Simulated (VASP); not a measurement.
# Ca (I4/mmm) in VASP: notebook, part 2 of 2

VASP 6.6.1.

### 4 Single point, PBE (strain -0.040 along x and y, +0.080 along z)

File INCAR:

```
ALGO = Normal
EDIFF = 1E-7
ENCUT = 520
GGA = PE
ISIF = 2
ISMEAR = 0
LASPH = T
LCHARG = F
LREAL = F
LWAVE = F
NBANDS = 11
NELM = 100
PREC = Accurate
SIGMA = 0.15
```

File KPOINTS:

```
k-points
0
Gamma
  14 14 14
```

File POSCAR:

```
Ca
1.0
    0.0000000000      2.6824320000      3.0177360000
    2.6824320000      0.0000000000      3.0177360000
    2.6824320000      2.6824320000      0.0000000000
Ca
1
Direct
    0.0000000000      0.0000000000      0.0000000000
```

Potentials or basis: VASP PAW PBE potentials, release 64 (Ca_sv).

Launch:

```bash
$ cat potpaw_PBE.64/Ca_sv/POTCAR > POTCAR
$ mpirun -np 1 vasp_std > vasp.out
```

OUTCAR:

```text
EDIFF = 1E-7
   ENCUT = 520
   GGA = PE
   ISIF = 2
   ISMEAR = 0
   LASPH = T
   LREAL = F
   NELM = 100
   PREC = Accurate

 ion  position               nearest neighbor table
   1  0.000  0.000  0.000-

  LATTYP: Found a body centered tetragonal cell.
 ALAT       =     3.7935317145
 C/A-ratio  =     1.5909902577

  Lattice vectors:

 A1 = (  -2.6824320000,   0.0000000000,   3.0177360000)
 A2 = (   2.6824320000,   0.0000000000,   3.0177360000)
 A3 = (   0.0000000000,   2.6824320000,  -3.0177360000)

Analysis of symmetry for initial positions (statically):
=====================================================================
 Subroutine PRICEL returns:
 Original cell was already a primitive cell.

 Routine SETGRP: Setting up the symmetry group for a
 body centered tetragonal supercell.

 Subroutine GETGRP returns: Found 16 space group operations
 (whereof 16 operations were pure point group operations)
 out of a pool of 16 trial point group operations.

The static configuration has the point symmetry D_4h.

Analysis of symmetry for dynamics (positions and initial velocities):
=====================================================================
 Subroutine PRICEL returns:
 Original cell was already a primitive cell.

 Routine SETGRP: Setting up the symmetry group for a
 body centered tetragonal supercell.

 Subroutine GETGRP returns: Found 16 space group operations
 (whereof 16 operations were pure point group operations)
 out of a pool of 16 trial point group operations.

The dynamic configuration has the point symmetry D_4h.

 Subroutine INISYM returns: Found 16 space group operations
 (whereof 16 operations are pure point group operations),
 and found     1 'primitive' translations

----------------------------------------------------------------------------------------

                                     Primitive cell

  volume of cell :      43.4279

  direct lattice vectors                    reciprocal lattice vectors
     0.000000000  2.682432000  3.017736000    -0.186398015  0.186398015  0.165687124
     2.682432000  0.000000000  3.017736000     0.186398015 -0.186398015  0.165687124
[... 114 lines left out ...]
 non-spin polarized calculation
 Gauss-broadening in eV      SIGMA  =   0.15
  energy-cutoff  :      520.00
  volume of cell :       43.43
 maximum number of plane-waves:      1188
 NGX is ok and might be reduce to    30
   NGX = 15   NGY = 15   NGZ = 15

 number of electron      10.0000001 magnetization

 Free energy of the ion-electron system (eV)
  ---------------------------------------------------
  ext. energy  EPLUGINS =         0.00000000
  ---------------------------------------------------
  free energy    TOTEN  =        -1.92222844 eV

  energy without entropy =       -1.90638621  energy(sigma->0) =       -1.91430732

 E-fermi :   1.8546     XC(G=0):  -7.6467

 val. band max:        1.8521057447   @ k =  -0.4286   0.0000   0.1429
 cond. band min:       1.8551615570   @ k =  -0.3571   0.0714   0.4286
 fundamental gap:      0.0030558123
 Fermi energy:         1.8545933277

 k-point     1 :       0.0000    0.0000    0.0000
  band No.  band energies     occupation
      1     -40.2408      2.00000
      2     -21.1665      2.00000
      3     -21.1568      2.00000
      4     -21.1568      2.00000
      5      -2.1236      2.00000
      6       3.8120      0.00000
      7       4.3621      0.00000
      8       4.3621      0.00000
      9       4.7638      0.00000
     10       5.4889      0.00000
     11      10.9627      0.00000
[... 309 lines left out ...]
 k-point    24 :       0.2857    0.1429    0.0000
  band No.  band energies     occupation
      1     -40.2350      2.00000
      2     -21.2168      2.00000
      3     -21.1778      2.00000
      4     -21.1672      2.00000
      5      -1.0543      2.00000
      6       3.2068      0.00000
      7       3.7936      0.00000
      8       4.7300      0.00000
      9       4.9220      0.00000
     10       5.5847      0.00000
     11       9.5596      0.00000

 [... further k-points ...]

------------------------ aborting loop because EDIFF is reached ----------------------------------------

  FORCE on cell =-STRESS in cart. coord.  units (eV):
  Direction    XX          YY          ZZ          XY          YZ          ZX
  --------------------------------------------------------------------------------------
  -------------------------------------------------------------------------------------
  Total        0.0028794      0.0028794     -0.3968390      0.0000000      0.0000000      0.0000000
  in kB        0.1062309      0.1062309    -14.6405130      0.0000000      0.0000000      0.0000000
  external PRESSURE =      -4.8093504 kB  Pullay stress =       0.0000000 kB

 VOLUME and BASIS-vectors are now :
 -----------------------------------------------------------------------------
  energy-cutoff  :      520.00
  volume of cell :       43.43
      direct lattice vectors                 reciprocal lattice vectors
     0.000000000  2.682432000  3.017736000    -0.186398015  0.186398015  0.165687124
     2.682432000  0.000000000  3.017736000     0.186398015 -0.186398015  0.165687124
     2.682432000  2.682432000  0.000000000     0.186398015  0.186398015 -0.165687124

 POSITION                                       TOTAL-FORCE (eV/Angst)
 -----------------------------------------------------------------------------------
      0.00000      0.00000      0.00000         0.000000      0.000000      0.000000
 -----------------------------------------------------------------------------------
    total drift:                               -0.000000     -0.000000      0.000000

  FREE ENERGIE OF THE ION-ELECTRON SYSTEM (eV)
  ---------------------------------------------------
  free  energy   TOTEN  =        -1.9222284371 eV

  energy  without entropy=       -1.9063862117  energy(sigma->0) =       -1.91430732
```

OSZICAR:

```text
N       E                     dE             d eps       ncg     rms          rms(c)
DAV:   1     0.662804411540E+02    0.66280E+02   -0.49404E+03  5368   0.816E+02
DAV:   2    -0.358625385951E+00   -0.66639E+02   -0.66053E+02  5872   0.208E+02
DAV:   3    -0.186240064035E+01   -0.15038E+01   -0.14857E+01  7951   0.305E+01
DAV:   4    -0.192917288134E+01   -0.66772E-01   -0.66506E-01  7034   0.511E+00
DAV:   5    -0.193044296793E+01   -0.12701E-02   -0.12699E-02  7522   0.606E-01    0.223E+00
DAV:   6    -0.192402156446E+01    0.64214E-02   -0.11096E-02  6698   0.114E+00    0.136E+00
DAV:   7    -0.192264323546E+01    0.13783E-02   -0.17004E-02  6047   0.151E+00    0.103E-01
DAV:   8    -0.192221344351E+01    0.42979E-03   -0.19366E-03  6406   0.417E-01    0.224E-02
DAV:   9    -0.192222789699E+01   -0.14453E-04   -0.96494E-05  7034   0.815E-02    0.681E-03
DAV:  10    -0.192222902808E+01   -0.11311E-05   -0.72228E-06  8032   0.208E-02    0.939E-04
DAV:  11    -0.192222853291E+01    0.49517E-06   -0.27069E-07  8293   0.333E-03    0.118E-03
DAV:  12    -0.192222843706E+01    0.95849E-07   -0.12666E-08  3701   0.121E-03
   1 F= -.19222284E+01 E0= -.19143073E+01  d E =-.158422E-01
```

stdout:

```text
POSCAR found type information on POSCAR Ca
 POSCAR found :  1 types and       1 ions
 scaLAPACK will be used
 LDA part: xc-table for (Slater+PW92), standard interpolation
 POSCAR, INCAR and KPOINTS ok, starting setup
 FFT: planning ... GRIDC
 FFT: planning ... GRID_SOFT
 FFT: planning ... GRID
 WAVECAR not read
 entering main loop
```

Run time: 38 s. Hardware: 1 thread of Intel Xeon 6975P-C (Granite Rapids), shared host; peak memory 0.25 GiB.

What came out:

* Free energy: -1.9222 eV
* Pressure: -0.5 GPa
* Band gap on the k mesh: zero (band 5 reaches 2.08 eV, above the bottom of band 6 at 1.69 eV)

Stress tensor (GPa, compression positive):
```
 0.01  0.00  0.00
 0.00  0.01  0.00
 0.00  0.00 -1.46
```

Caveat: the cell differs from its parent crystal (strain -0.040 along x and y, +0.080 along z).

### 5 Single point, PBE (strain +0.040 along x and y, -0.080 along z)

File INCAR:

```
SYSTEM = Ca
ALGO = Normal ; EDIFF = 1E-6
ENCUT = 520 ; GGA = PE
ISIF = 2 ; ISMEAR = 0
LASPH = .True. ; LCHARG = .True.
LELF = .True. ; LREAL = .False.
LVHAR = .True. ; LWAVE = .False.
NBANDS = 11 ; NELM = 100
PREC = Accurate ; SIGMA = 0.15
```

File KPOINTS:

```
k-points
0
Gamma
  14 14 14
  0 0 0
```

File POSCAR:

```
Ca
1.0
    0.0000000000      2.9059680000      2.5706640000
    2.9059680000      0.0000000000      2.5706640000
    2.9059680000      2.9059680000      0.0000000000
Ca
1
Direct
    0.0000000000      0.0000000000      0.0000000000
```

Launch:

```bash
$ cat potpaw_PBE.64/Ca_sv/POTCAR > POTCAR
$ mpirun -np 1 vasp_std > vasp.out
```

It took 38 s on 1 thread of Intel Xeon 6975P-C (Granite Rapids), shared host; peak memory 0.25 GiB.

It converged, with:

```
Free energy            : -1.9298 eV
Pressure               : -0.5 GPa
Band gap on the k mesh : zero (band 5 reaches 2.05 eV, above the bottom of band 6 at 1.69 eV)
```

Stress tensor (GPa, compression positive):
```
-0.60  0.00  0.00
 0.00 -0.60  0.00
 0.00  0.00 -0.21
```

Levels at points of the mesh, in eV from the Fermi level:
| k point | band 3 | band 4 | band 5 | band 6 | band 7 | band 8 |
| --- | --- | --- | --- | --- | --- | --- |
| (0.00, 0.00, 0.00) | -23.01 | -23.01 | -3.98 | 2.17 | 2.17 | 2.65 |
| (0.50, 0.00, 0.00) | -23.04 | -23.02 | -0.96 | -0.17 | 1.86 | 2.54 |
| (0.50, 0.50, 0.00) | -23.08 | -23.08 | -0.21 | 0.41 | 1.78 | 3.98 |
| (0.50, 0.00, 0.50) | -23.06 | -23.04 | -0.57 | 0.54 | 0.74 | 3.86 |

Caveat: the cell differs from its parent crystal (strain +0.040 along x and y, -0.080 along z).

### 6 Summary

```tsv
cell	gap on the mesh (eV)	pressure (GPa)
a = 3.873, b = 3.873, c = 3.952 Å, angles 59.3, 59.3, 61.3°, 1 atom	none	0.1
a = 3.955, b = 3.955, c = 3.794 Å, angles 61.3, 61.3, 57.3°, 1 atom	none	0.2
a = 4.038, b = 4.038, c = 3.794 Å, angles 62.0, 62.0, 56.0°, 1 atom	none	-0.5
a = 3.880, b = 3.880, c = 4.110 Å, angles 58.0, 58.0, 64.0°, 1 atom	none	-0.5
```

Alike in all rows: task single point; level PBE; potentials or basis VASP PAW PBE potentials, release 64 (Ca_sv); no spin polarisation; k mesh 14 × 14 × 14; cutoff (eV) 520; smearing gaussian 0.15 eV.

Absolute energies hang on the potentials; compare differences alone.
